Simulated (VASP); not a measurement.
# InSb3 (Pm-3m) in VASP: a series of runs

InSb3 is run at these levels: PBEsol; tasks: single point.

Everything below comes from runs of VASP 6.6.1. Logs are shortened: lines on timing, memory, paths and dates and some standing lists are left out, and cuts for length are marked.

## (1) The cell of the first run

Symmetry: Pm-3m, No. 221, cubic system. Conventional cell: a = 4.838 Å, b = 4.838 Å, c = 4.838 Å, α = 90.00°, β = 90.00°, γ = 90.00°. Sb (site symmetry 4/mmm) has 8 Sb at 3.42 Å and 4 In at 3.42 Å within 4.5 Å. In (site symmetry m-3m) has 12 Sb at 3.42 Å within 4.5 Å.

## (2) Single point, PBEsol

INCAR

```
PREC     = Accurate       # precision mode
ENCUT    = 520            # plane-wave cutoff, eV
EDIFF    = 1E-6           # SCF threshold, eV
ISMEAR   = -1             # smearing method
SIGMA    = 0.05           # smearing width, eV
LREAL    = F              # projectors in reciprocal space
LASPH    = T              # aspherical terms in the spheres
NELM     = 60             # most SCF steps
ALGO     = Normal         # electronic algorithm
ISIF     = 2              # what is computed and relaxed
LWAVE    = F              # write WAVECAR
LCHARG   = F              # write CHGCAR
GGA      = PS             # functional
NBANDS   = 22             # bands
```

KPOINTS

```
regular mesh
0
Gamma
  6 6 6
```

POSCAR

```
InSb3
1.0
    4.8381981727      0.0000000000      0.0000000000
    0.0000000000      4.8381981727      0.0000000000
    0.0000000000      0.0000000000      4.8381981727
Sb In
3 1
Direct
    0.5000000000      0.5000000000      0.0000000000
    0.0000000000      0.5000000000      0.5000000000
    0.5000000000      0.0000000000      0.5000000000
    0.0000000000      0.0000000000      0.0000000000
```

Potentials or basis: VASP PAW PBE potentials, release 64 (Sb, In_d).

Launch:

```
> cat potpaw_PBE.64/Sb/POTCAR potpaw_PBE.64/In_d/POTCAR > POTCAR
> mpirun -np 1 vasp_std > vasp.out
```

OUTCAR:

```text
PREC = Accurate
   ENCUT = 520
   EDIFF = 1E-6
   ISMEAR = -1
   LREAL = F
   LASPH = T
   NELM = 60
   ISIF = 2
   GGA = PS

 ion  position               nearest neighbor table
   1  0.500  0.500  0.000-   2 3.42   3 3.42   4 3.42   2 3.42   3 3.42   3 3.42   4 3.42   3 3.42
                             2 3.42   4 3.42   2 3.42   4 3.42
   2  0.000  0.500  0.500-   1 3.42   3 3.42   4 3.42   1 3.42   4 3.42   3 3.42   4 3.42   4 3.42
                             1 3.42   3 3.42   1 3.42   3 3.42
   3  0.500  0.000  0.500-   1 3.42   2 3.42   4 3.42   1 3.42   4 3.42   1 3.42   2 3.42   1 3.42
                             2 3.42   4 3.42   4 3.42   2 3.42
   4  0.000  0.000  0.000-   1 3.42   2 3.42   3 3.42   2 3.42   3 3.42   1 3.42   2 3.42   2 3.42
                             1 3.42   3 3.42   3 3.42   1 3.42

  LATTYP: Found a simple cubic cell.
 ALAT       =     4.8381981727

  Lattice vectors:

 A1 = (   4.8381981727,   0.0000000000,   0.0000000000)
 A2 = (   0.0000000000,   4.8381981727,   0.0000000000)
 A3 = (   0.0000000000,   0.0000000000,   4.8381981727)

Analysis of symmetry for initial positions (statically):
=====================================================================
 Subroutine PRICEL returns:
 Original cell was already a primitive cell.

 Routine SETGRP: Setting up the symmetry group for a
 simple cubic supercell.

 Subroutine GETGRP returns: Found 48 space group operations
 (whereof 48 operations were pure point group operations)
 out of a pool of 48 trial point group operations.

The static configuration has the point symmetry O_h .

Analysis of symmetry for dynamics (positions and initial velocities):
=====================================================================
 Subroutine PRICEL returns:
 Original cell was already a primitive cell.

 Routine SETGRP: Setting up the symmetry group for a
 simple cubic supercell.

 Subroutine GETGRP returns: Found 48 space group operations
 (whereof 48 operations were pure point group operations)
 out of a pool of 48 trial point group operations.

The dynamic configuration has the point symmetry O_h .

 Subroutine INISYM returns: Found 48 space group operations
 (whereof 48 operations are pure point group operations),
 and found     1 'primitive' translations

----------------------------------------------------------------------------------------

                                     Primitive cell

  volume of cell :     113.2533

  direct lattice vectors                    reciprocal lattice vectors
     4.838198173  0.000000000  0.000000000     0.206688516  0.000000000  0.000000000
     0.000000000  4.838198173  0.000000000     0.000000000  0.206688516  0.000000000
     0.000000000  0.000000000  4.838198173     0.000000000  0.000000000  0.206688516

  length of vectors
     4.838198173  4.838198173  4.838198173     0.206688516  0.206688516  0.206688516

  position of ions in fractional coordinates (direct lattice)
     0.500000000  0.500000000  0.000000000
     0.000000000  0.500000000  0.500000000
     0.500000000  0.000000000  0.500000000
     0.000000000  0.000000000  0.000000000

  ion indices of the primitive-cell ions
   primitive index   ion index
                 1           1
                 2           2
                 3           3
                 4           4

----------------------------------------------------------------------------------------

 KPOINTS: regular mesh

Automatic generation of k-mesh.
 Grid dimensions read from file:
 generate k-points for:    6    6    6

 Generating k-lattice:

  Cartesian coordinates                     Fractional coordinates (reciprocal lattice)
     0.034448086  0.000000000  0.000000000     0.166666667  0.000000000  0.000000000
     0.000000000  0.034448086  0.000000000     0.000000000  0.166666667  0.000000000
     0.000000000  0.000000000  0.034448086     0.000000000  0.000000000  0.166666667

  Length of vectors
     0.034448086  0.034448086  0.034448086

  Shift w.r.t. Gamma in fractional coordinates (k-lattice)
     0.000000000  0.000000000  0.000000000

 Subroutine IBZKPT returns following result:
 ===========================================

 Found     20 irreducible k-points:

 Following reciprocal coordinates:
            Coordinates               Weight
  0.000000  0.000000  0.000000      1.000000
  0.166667  0.000000  0.000000      6.000000
  0.333333  0.000000  0.000000      6.000000
  0.500000  0.000000  0.000000      3.000000
  0.166667  0.166667  0.000000     12.000000
  0.333333  0.166667  0.000000     24.000000
[... 12 lines left out ...]
  0.500000  0.500000  0.333333      6.000000
  0.500000  0.500000  0.500000      1.000000
   k-points           NKPTS =     20   k-points in BZ     NKDIM =     20   number of bands    NBANDS=     22
   number of dos      NEDOS =    301   number of ions     NIONS =      4
   total plane-waves  NPLWV =  46656
   dimension x,y,z NGX =    36 NGY =   36 NGZ =   36
   dimension x,y,z NGXF=    72 NGYF=   72 NGZF=   72
   ions per type =               3   1
   NGX,Y,Z   is equivalent  to a cutoff of  12.37, 12.37, 12.37 a.u.
   NGXF,Y,Z  is equivalent  to a cutoff of  24.74, 24.74, 24.74 a.u.
 SYSTEM =  unknown system
   PREC   = accura    normal or accurate (medium, high low for compatibility)
   ISTART =      0    job   : 0-new  1-cont  2-samecut
   ICHARG =      2    charge: 1-file 2-atom 10-const
   ISPIN  =      1    spin polarized calculation?
   LNONCOLLINEAR =      F non collinear calculations
   LSORBIT =      F    spin-orbit coupling
   LASPH  =      T    aspherical Exc in radial PAW
   ENCUT  =  520.0 eV  38.22 Ry    6.18 a.u.   9.00  9.00  9.00*2*pi/ulx,y,z
   NELM   =     60;   NELMIN=  2; NELMDL= -5     # of ELM steps
   EDIFF  = 0.1E-05   stopping-criterion for ELM
   LREAL  =      F    real-space projection
   EDIFFG = 0.1E-04   stopping-criterion for IOM
   NSW    =      0    number of steps for IOM
   IBRION =     -1    ionic relax: 0-MD 1-quasi-New 2-CG
   NFREE  =      0    steps in history (QN), initial steepest desc. (CG)
   ISIF   =      2    stress and relaxation
   ISYM   =      2    0-nonsym 1-usesym 2-fastsym
   POTIM  = 0.5000    time-step for ionic-motion
   TEBEG  =    0.0;   TEEND  =   0.0 temperature during run
   PSTRESS=    0.0 pullay stress
   NELECT =      28.0000    total number of electrons
   NUPDOWN=      -1.0000    fix difference up-down
   EMIN   =  10.00;   EMAX   =-10.00  energy-range for DOS
   EFERMI =   0.00;   METHOD = LEGACY
   ISMEAR =    -1;   SIGMA  =   0.05  broadening in eV -4-tet -1-fermi 0-gaus
   EFERMI_NEDOS =   21; number of points for ismear=-14 and -15
   IALGO  =     38    algorithm
   IMIX   =      4    mixing-type and parameters
     AMIX     =   0.40;   BMIX     =  1.00
     AMIX_MAG =   1.60;   BMIX_MAG =  1.00
  volume/ion in A,a.u.               =      28.31       191.07
  Fermi-wavevector in a.u.,A,eV,Ry     =   1.027489  1.941673 14.364129  1.055734
  Thomas-Fermi vector in A             =   2.161437
   LORBIT       =      0    0 simple, 1 ext, 2 COOP (PROOUT), +10 PAW based schemes
   GGA     = PS    functional components
   LHFCALC =     F    Hartree Fock is set to
   AEXX    =    0.0000 exact exchange contribution
   IVDW    =     0    specifies the selected vdW correction
   LEPSILON=     F    determine dielectric tensor
   LRPA    =     F    only Hartree local field effects (RPA)
 non-spin polarized calculation
  energy-cutoff  :      520.00
  volume of cell :      113.25
 maximum number of plane-waves:      3112
 NGX is ok and might be reduce to    36
   NGX = 17   NGY = 17   NGZ = 17

 number of electron      27.9999997 magnetization

 Free energy of the ion-electron system (eV)
  ---------------------------------------------------
  ext. energy  EPLUGINS =         0.00000000
  ---------------------------------------------------
  free energy    TOTEN  =       -15.97575313 eV

  energy without entropy =      -15.95370834  energy(sigma->0) =      -15.96473074

 E-fermi :   7.4576     XC(G=0): -10.0918

 val. band max:        7.4508743077   @ k =   0.5000   0.3333   0.0000
 cond. band min:       7.5344605195   @ k =   0.1667   0.1667   0.1667
 fundamental gap:      0.0835862118
 Fermi energy:         7.4575597299

 k-point     1 :       0.0000    0.0000    0.0000
  band No.  band energies     occupation
      1      -6.9759      2.00000
      2      -6.9759      2.00000
      3      -6.9608      2.00000
      4      -6.9608      2.00000
      5      -6.9608      2.00000
      6      -4.5960      2.00000
[... 14 lines left out ...]
     21      12.3166      0.00000
     22      12.6174      0.00000

 k-point     2 :       0.1667    0.0000    0.0000
  band No.  band energies     occupation
      1      -6.9746      2.00000
      2      -6.9721      2.00000
      3      -6.9634      2.00000
      4      -6.9634      2.00000
      5      -6.9607      2.00000
      6      -4.4312      2.00000
[... 14 lines left out ...]
     21      13.0106      0.00000
     22      13.0503      0.00000

 k-point     3 :       0.3333    0.0000    0.0000
  band No.  band energies     occupation
      1      -6.9719      2.00000
      2      -6.9687      2.00000
      3      -6.9687      2.00000
      4      -6.9648      2.00000
      5      -6.9606      2.00000
      6      -3.9554      2.00000
[... 14 lines left out ...]
     21      12.0402      0.00000
     22      13.1308      0.00000
[... 376 lines left out ...]
 k-point    19 :       0.5000    0.5000    0.3333
  band No.  band energies     occupation
      1      -6.9920      2.00000
      2      -6.9859      2.00000
      3      -6.9859      2.00000
      4      -6.9498      2.00000
      5      -6.9458      2.00000
      6      -1.6771      2.00000
[... 14 lines left out ...]
     21      13.2153      0.00000
     22      15.5412      0.00000

 k-point    20 :       0.5000    0.5000    0.5000
  band No.  band energies     occupation
      1      -6.9910      2.00000
      2      -6.9910      2.00000
      3      -6.9910      2.00000
      4      -6.9454      2.00000
      5      -6.9454      2.00000
      6      -1.5161      2.00000
[... 14 lines left out ...]
     21      13.6968      0.00000
     22      15.6628      0.00000

------------------------ aborting loop because EDIFF is reached ----------------------------------------

  FORCE on cell =-STRESS in cart. coord.  units (eV):
  Direction    XX          YY          ZZ          XY          YZ          ZX
  --------------------------------------------------------------------------------------
  -------------------------------------------------------------------------------------
  Total       -2.5265194     -2.5265194     -2.5265194     -0.0000000     -0.0000000      0.0000000
  in kB      -35.7422804    -35.7422804    -35.7422804     -0.0000000     -0.0000000      0.0000000
  external PRESSURE =     -35.7422804 kB  Pullay stress =       0.0000000 kB

 VOLUME and BASIS-vectors are now :
 -----------------------------------------------------------------------------
  energy-cutoff  :      520.00
  volume of cell :      113.25
      direct lattice vectors                 reciprocal lattice vectors
     4.838198173  0.000000000  0.000000000     0.206688516  0.000000000  0.000000000
     0.000000000  4.838198173  0.000000000     0.000000000  0.206688516  0.000000000
     0.000000000  0.000000000  4.838198173     0.000000000  0.000000000  0.206688516

 POSITION                                       TOTAL-FORCE (eV/Angst)
 -----------------------------------------------------------------------------------
      2.41910      2.41910      0.00000         0.000000      0.000000      0.000000
      0.00000      2.41910      2.41910         0.000000      0.000000      0.000000
      2.41910      0.00000      2.41910         0.000000      0.000000      0.000000
      0.00000      0.00000      0.00000         0.000000      0.000000      0.000000
 -----------------------------------------------------------------------------------
    total drift:                                0.000000     -0.000000     -0.000000

  FREE ENERGIE OF THE ION-ELECTRON SYSTEM (eV)
  ---------------------------------------------------
  free  energy   TOTEN  =       -15.9757531289 eV

  energy  without entropy=      -15.9537083428  energy(sigma->0) =      -15.96473074
```

It took 13 s on 1 thread of Intel Xeon 6975P-C (Granite Rapids), shared host; peak memory 0.22 GiB.

What came out:

| Quantity | Value |
| --- | --- |
| Free energy | -15.9758 eV |
| Pressure | -3.6 GPa |
| Band gap on the k mesh | zero (band 14 reaches 10.86 eV, above the bottom of band 15 at 6.36 eV) |

Caveat: the PAW data sets were made with another functional, which shifts forces and pressure a little; spin-orbit coupling is left out, which moves the levels of the heavy elements.

## (3) Single point, PBEsol

This run uses another cell than the first one, of 28.87 Å³/atom, 1.020 times its volume.

INCAR

```
PREC = Accurate ; ENCUT = 520
EDIFF = 1E-7 ; ISMEAR = -1
SIGMA = 0.05 ; LREAL = False
LASPH = True ; NELM = 60
ALGO = Normal ; ISIF = 2
LWAVE = False ; LCHARG = False
GGA = PS ; NBANDS = 22
```

KPOINTS is that of step 2.

POSCAR

```
InSb3
1.0
    4.8696159243      0.0000000000      0.0000000000
    0.0000000000      4.8696159243      0.0000000000
    0.0000000000      0.0000000000      4.8696159243
Sb In
3 1
Direct
    0.5000000000      0.5000000000      0.0000000000
    0.0000000000      0.5000000000      0.5000000000
    0.5000000000      0.0000000000      0.5000000000
    0.0000000000      0.0000000000      0.0000000000
```

Potentials or basis: VASP PAW PBE potentials, release 64 (Sb, In_d).

Launch:

```
> cat potpaw_PBE.64/Sb/POTCAR potpaw_PBE.64/In_d/POTCAR > POTCAR
> mpirun -np 1 vasp_std > vasp.out
```

It took 16 s on 1 thread of Intel Xeon 6975P-C (Granite Rapids), shared host; peak memory 0.22 GiB.

Results (log left out):

```
Free energy            : -15.9209 eV
Pressure               : -4.3 GPa
Band gap on the k mesh : zero (band 14 reaches 10.53 eV, above the bottom of band 15 at 6.16 eV)
```

Levels at points of the mesh, in eV from the Fermi level:
```
           k point  band 11  band 12  band 13  band 14  band 15  band 16  band 17  band 18
(0.00, 0.00, 0.00)    -4.12    -3.63     0.40     0.40     0.40     1.66     1.66     1.66
(0.50, 0.00, 0.00)    -2.79    -2.01    -2.01    -1.07    -0.81     1.78     2.05     2.05
(0.50, 0.50, 0.00)    -1.65    -1.65    -1.29    -1.07    -1.07    -0.55     1.06     3.09
(0.50, 0.50, 0.50)    -4.79    -4.79    -4.75     3.30     3.30     3.36     3.36     3.36
```

Caveat: the PAW data sets were made with another functional, which shifts forces and pressure a little; spin-orbit coupling is left out, which moves the levels of the heavy elements.
